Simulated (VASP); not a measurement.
# Cu2B (P4/nmm) in VASP: a series of runs

The runs below take Cu2B through relaxation of cell and atoms, single point, with PBE.

Program: VASP 6.6.1. These are calculated values, not measurements. Logs are shortened: lines on timing, memory, paths and dates and some standing lists are left out, and cuts for length are marked.

**1. The cell of the first run**

Symmetry: P4/nmm, No. 129, tetragonal system. Conventional cell: a = 3.397 Å, b = 3.397 Å, c = 5.329 Å, α = 90.00°, β = 90.00°, γ = 90.00°. B (site symmetry 4mm) has 9 Cu at 2.16 to 2.40 Å within 2.9 Å. Cu (site symmetry -4m2) has 4 B at 2.30 Å and 8 Cu at 2.34 to 2.40 Å within 3.0 Å. Within 2.9 Å of Cu (site symmetry 4mm) lie 5 B at 2.16 to 2.40 Å and 4 Cu at 2.34 Å.

**2. Relaxation of cell and atoms, PBE**

The input, INCAR:

```
PREC = Accurate
ENCUT = 600
EDIFF = 1E-6
ISMEAR = -1
SIGMA = 0.0494
LREAL = False
LASPH = True
NELM = 80
ALGO = Normal
ISIF = 3
LWAVE = False
LCHARG = False
GGA = PE
IBRION = 2
NSW = 100
EDIFFG = -0.03
```

The input, KPOINTS:

```
regular mesh
0
Gamma
  8 8 5
```

The input, POSCAR:

```
Cu2B
1.0
    3.3971750000      0.0000000000      0.0000000000
    0.0000000000      3.3971750000      0.0000000000
    0.0000000000      0.0000000000      5.3289360000
B Cu
2 4
Direct
    0.0000000000      0.5000000000      0.7090000000
    0.5000000000      0.0000000000      0.2910000000
    0.0000000000      0.0000000000      0.0000000000
    0.5000000000      0.5000000000      0.0000000000
    0.0000000000      0.5000000000      0.3030000000
    0.5000000000      0.0000000000      0.6970000000
```

Potentials or basis: VASP PAW PBE potentials, release 64 (B, Cu).

On the command line:

```console
$ cat potpaw_PBE.64/B/POTCAR potpaw_PBE.64/Cu/POTCAR > POTCAR
$ mpirun -np 1 vasp_std > vasp.out
```

OUTCAR:

```text
PREC = Accurate
   ENCUT = 600
   EDIFF = 1E-6
   ISMEAR = -1
   LREAL = False
   LASPH = True
   NELM = 80
   ISIF = 3
   GGA = PE
   IBRION = 2
   NSW = 100
   EDIFFG = -0.03

 ion  position               nearest neighbor table
   1  0.000  0.500  0.709-   5 2.16   4 2.30   3 2.30   3 2.30   4 2.30   6 2.40   6 2.40   6 2.40
                             6 2.40
   2  0.500  0.000  0.291-   6 2.16   4 2.30   3 2.30   4 2.30   3 2.30   5 2.40   5 2.40   5 2.40
                             5 2.40
   3  0.000  0.000  0.000-   1 2.30   2 2.30   1 2.30   2 2.30   5 2.34   5 2.34   6 2.34   6 2.34
                             4 2.40   4 2.40   4 2.40   4 2.40
   4  0.500  0.500  0.000-   1 2.30   2 2.30   2 2.30   1 2.30   5 2.34   6 2.34   6 2.34   5 2.34
                             3 2.40   3 2.40   3 2.40   3 2.40
   5  0.000  0.500  0.303-   1 2.16   3 2.34   4 2.34   3 2.34   4 2.34   2 2.40   2 2.40   2 2.40
                             2 2.40
   6  0.500  0.000  0.697-   2 2.16   3 2.34   4 2.34   4 2.34   3 2.34   1 2.40   1 2.40   1 2.40
                             1 2.40

  LATTYP: Found a simple tetragonal cell.
 ALAT       =     3.3971750000
 C/A-ratio  =     1.5686374708

  Lattice vectors:

 A1 = (   3.3971750000,   0.0000000000,   0.0000000000)
 A2 = (   0.0000000000,   3.3971750000,   0.0000000000)
 A3 = (   0.0000000000,   0.0000000000,   5.3289360000)

Analysis of symmetry for initial positions (statically):
=====================================================================
 Subroutine PRICEL returns:
 Original cell was already a primitive cell.

 Routine SETGRP: Setting up the symmetry group for a
 simple tetragonal supercell.

 Subroutine GETGRP returns: Found 16 space group operations
 (whereof  8 operations were pure point group operations)
 out of a pool of 16 trial point group operations.

The static configuration has the point symmetry D_2d.
 The point group associated with its full space group is D_4h.

Analysis of symmetry for dynamics (positions and initial velocities):
=====================================================================
 Subroutine PRICEL returns:
 Original cell was already a primitive cell.

 Routine SETGRP: Setting up the symmetry group for a
 simple tetragonal supercell.

 Subroutine GETGRP returns: Found 16 space group operations
 (whereof  8 operations were pure point group operations)
 out of a pool of 16 trial point group operations.

The dynamic configuration has the point symmetry D_2d.
 The point group associated with its full space group is D_4h.

 Subroutine INISYM returns: Found 16 space group operations
 (whereof  8 operations are pure point group operations),
[... 128 lines left out ...]
   LORBIT       =      0    0 simple, 1 ext, 2 COOP (PROOUT), +10 PAW based schemes
   GGA     = PE    functional components
   LHFCALC =     F    Hartree Fock is set to
   AEXX    =    0.0000 exact exchange contribution
   IVDW    =     0    specifies the selected vdW correction
   LEPSILON=     F    determine dielectric tensor
   LRPA    =     F    only Hartree local field effects (RPA)
 conjugate gradient relaxation of ions
 non-spin polarized calculation
  energy-cutoff  :      600.00
  volume of cell :       61.50
 maximum number of plane-waves:      2085
 NGX is ok and might be reduce to    28
   NGX = 13   NGY = 13   NGZ = 21

--------------------------------------- Ionic step        1  -------------------------------------------

 number of electron      49.9999982 magnetization

 Free energy of the ion-electron system (eV)
  ---------------------------------------------------
  ext. energy  EPLUGINS =         0.00000000
  ---------------------------------------------------
  free energy    TOTEN  =       -24.28380208 eV

  energy without entropy =      -24.26198886  energy(sigma->0) =      -24.27289547

------------------------ aborting loop because EDIFF is reached ----------------------------------------

  FORCE on cell =-STRESS in cart. coord.  units (eV):
  Direction    XX          YY          ZZ          XY          YZ          ZX
  --------------------------------------------------------------------------------------
  -------------------------------------------------------------------------------------
  Total        2.4186652      2.4186652      4.6039012      0.0000000      0.0000000      0.0000000
  in kB       63.0100737     63.0100737    119.9389465      0.0000000      0.0000000      0.0000000
  external PRESSURE =      81.9863646 kB  Pullay stress =       0.0000000 kB
[... 101 lines left out ...]
  FREE ENERGIE OF THE ION-ELECTRON SYSTEM (eV)
  ---------------------------------------------------
  free  energy   TOTEN  =       -25.0770814964 eV

  energy  without entropy=      -25.0485357825  energy(sigma->0) =      -25.06280864

[... ionic steps 4 to 10 ...]

--------------------------------------- Ionic step       11  -------------------------------------------

 number of electron      49.9999960 magnetization

------------------------ aborting loop because EDIFF is reached ----------------------------------------
[... 75 lines left out ...]
--------------------------------------- Ionic step       13  -------------------------------------------

 number of electron      49.9999962 magnetization

 Free energy of the ion-electron system (eV)
  ---------------------------------------------------
  ext. energy  EPLUGINS =         0.00000000
  ---------------------------------------------------
  free energy    TOTEN  =       -25.60048469 eV

  energy without entropy =      -25.56722693  energy(sigma->0) =      -25.58385581

 E-fermi :   7.8442     XC(G=0): -12.5580

 val. band max:        7.8194949023   @ k =   0.3750   0.0000   0.0000
 cond. band min:       7.8612245722   @ k =   0.1250   0.1250   0.4000
 fundamental gap:      0.0417296699
 Fermi energy:         7.8442197384

 k-point     1 :       0.0000    0.0000    0.0000
  band No.  band energies     occupation
      1      -4.0380      2.00000
      2      -0.6322      2.00000
      3       0.6498      2.00000
      4       1.8301      2.00000
      5       2.3700      2.00000
      6       2.3700      2.00000
[... 781 lines left out ...]
     29      13.7969      0.00000
     30      13.7969      0.00000

 [... further k-points ...]

------------------------ aborting loop because EDIFF is reached ----------------------------------------

  FORCE on cell =-STRESS in cart. coord.  units (eV):
  Direction    XX          YY          ZZ          XY          YZ          ZX
  --------------------------------------------------------------------------------------
  -------------------------------------------------------------------------------------
  Total        0.1326555      0.1326555      0.1217330      0.0000000      0.0000000     -0.0000000
  in kB        3.4323413      3.4323413      3.1497318      0.0000000      0.0000000     -0.0000000
  external PRESSURE =       3.3381381 kB  Pullay stress =       0.0000000 kB
[... 21 lines left out ...]
  FREE ENERGIE OF THE ION-ELECTRON SYSTEM (eV)
  ---------------------------------------------------
  free  energy   TOTEN  =       -25.6004846862 eV

  energy  without entropy=      -25.5672269281  energy(sigma->0) =      -25.58385581

 reached required accuracy - stopping structural energy minimisation
```

CONTCAR:

```text
Cu2B
   1.00000000000000
     3.3690007491502443    0.0000000000000000   -0.0000000000000000
     0.0000000000000000    3.3690007491502443    0.0000000000000000
    -0.0000000000000000    0.0000000000000000    5.4556066592506642
  B               Cu
     2     4
Direct
     0.0000000000000000    0.5000000000000000    0.7455183856902170
     0.5000000000000000    0.0000000000000000    0.2544816143097829
     0.0000000000000000    0.0000000000000000    0.0000000000000000
     0.5000000000000000    0.5000000000000000    0.0000000000000000
     0.0000000000000000    0.5000000000000000    0.3711099478644345
     0.5000000000000000    0.0000000000000000    0.6288900521355656

  0.00000000E+00  0.00000000E+00  0.00000000E+00
  0.00000000E+00  0.00000000E+00  0.00000000E+00
  0.00000000E+00  0.00000000E+00  0.00000000E+00
  0.00000000E+00  0.00000000E+00  0.00000000E+00
  0.00000000E+00  0.00000000E+00  0.00000000E+00
  0.00000000E+00  0.00000000E+00  0.00000000E+00
```

Wall time 25 min (1 thread of Intel Xeon 8259CL, shared host); peak memory 0.25 GiB.

Results:

* Free energy: -25.6005 eV
* Relaxed volume: 10.32 Å³/atom
* Relaxed cell: a = 3.369 Å, b = 3.369 Å, c = 5.456 Å, α = 90.00°, β = 90.00°, γ = 90.00°
* Space group after relaxing (to 0.1 Å): P4/nmm (No. 129)
* Energy gained by relaxing: 219.4 meV/atom
* Ionic steps: 13
* Pressure after relaxing: 0.3 GPa
* Largest force after relaxing: 0.005 eV/Å
* Band gap on the k mesh: zero (bands 25 and 26 overlap by 1.79 eV)

Forces in eV/Å, atoms in the order of the input:
```
B    0.000  0.000  0.005
B    0.000  0.000 -0.005
Cu   0.000  0.000  0.000
Cu   0.000  0.000  0.000
Cu   0.000  0.000 -0.004
Cu   0.000  0.000  0.004
```

The path:
| step | energy change (eV) | largest force (eV/Å) | pressure (GPa) | volume (Å³) |
| --- | --- | --- | --- | --- |
| 1 | 0.0000 | 3.3510 | 8.20 | 61.50 |
| 2 | -0.7672 | 1.2220 | -8.47 | 66.28 |
| 3 | -0.7933 | 0.8957 | -11.13 | 67.40 |
| 4 | -1.2389 | 0.8004 | -0.73 | 62.13 |
| 5 | -1.2536 | 0.7928 | 2.09 | 61.08 |
| 6 | -1.3053 | 0.1446 | 0.91 | 61.46 |
| 7 | -1.3065 | 0.0430 | 0.93 | 61.52 |
| 8 | -1.3114 | 0.0670 | -0.62 | 62.13 |
| 9 | -1.3116 | 0.0747 | -0.89 | 62.31 |
| 10 | -1.3157 | 0.0763 | -0.31 | 62.14 |
| 11 | -1.3162 | 0.0772 | -0.13 | 62.08 |
| 12 | -1.3162 | 0.0782 | -0.17 | 62.05 |
| 13 | -1.3167 | 0.0054 | 0.33 | 61.92 |

Final structure:
```
B Cu
1.0
     3.36900    0.00000    0.00000
     0.00000    3.36900    0.00000
     0.00000    0.00000    5.45561
B Cu
2 4
Cartesian
  0.0000 1.6845 4.0673
  1.6845 0.0000 1.3884
  0.0000 0.0000 0.0000
  1.6845 1.6845 0.0000
  0.0000 1.6845 2.0246
  1.6845 0.0000 3.4310
```

**3. Single point, PBE**

This run uses another cell than the first one, of 10.31 Å³/atom.

The input, INCAR:

```
SYSTEM = Cu2B
ALGO = Normal ; EDIFF = 1E-6
ENCUT = 700 ; GGA = PE
GGA_COMPAT = .False. ; ISIF = 2
ISMEAR = -1 ; LASPH = .True.
LCHARG = .True. ; LELF = .True.
LREAL = .False. ; LVHAR = .True.
LWAVE = .False. ; NBANDS = 50
NELM = 120 ; PREC = Accurate
SIGMA = 0.0494
```

The input, KPOINTS:

```
k-points
0
Gamma
  8 8 5
  0 0 0
```

The input, POSCAR:

```
Cu2B
1.0
    3.3707281989      0.0000000000      0.0000000000
    0.0000000000      3.3707281989      0.0000000000
    0.0000000000      0.0000000000      5.4448035167
B Cu
2 4
Direct
    0.0000000000      0.5000000000      0.7459114853
    0.5000000000      0.0000000000      0.2540885147
    0.0000000000      0.0000000000      0.0000000000
    0.5000000000      0.5000000000      0.0000000000
    0.0000000000      0.5000000000      0.3712815112
    0.5000000000      0.0000000000      0.6287184888
```

Potentials or basis: VASP PAW PBE potentials, release 64 (B, Cu_sv_GW).

On the command line:

```console
$ cat potpaw_PBE.64/B/POTCAR potpaw_PBE.64/Cu_sv_GW/POTCAR > POTCAR
$ mpirun -np 1 vasp_std > vasp.out
```

It took 9.5 min on 1 thread of AMD EPYC 7R43 (Zen 3), shared host; peak memory 0.28 GiB.

Results (log left out):

- Free energy: -25.9276 eV
- Pressure: -4.8 GPa
- Largest force: 0.003 eV/Å
- Band gap on the k mesh: zero (bands 41 and 42 overlap by 1.78 eV)

Forces in eV/Å, atoms in the order of the input:
```
B    0.000  0.000  0.003
B    0.000  0.000 -0.003
Cu   0.000  0.000  0.000
Cu   0.000  0.000  0.000
Cu   0.000  0.000  0.003
Cu   0.000  0.000 -0.003
```

Stress tensor (GPa, compression positive):
```
-4.75  0.00  0.00
 0.00 -4.75  0.00
 0.00  0.00 -4.83
```

Levels at points of the mesh, in eV from the Fermi level:
```tsv
k point	band 38	band 39	band 40	band 41	band 42	band 43	band 44	band 45
(0.00, 0.00, 0.00)	-2.86	-2.33	-1.04	-1.04	2.98	3.21	3.21	4.62
(0.50, 0.00, 0.00)	-2.88	-2.15	-2.15	-0.60	-0.60	2.65	2.65	7.08
(0.50, 0.50, 0.00)	-2.86	-1.73	-1.73	-0.41	-0.41	-0.23	-0.23	2.66
```

Caveat: the cell stands under tension.
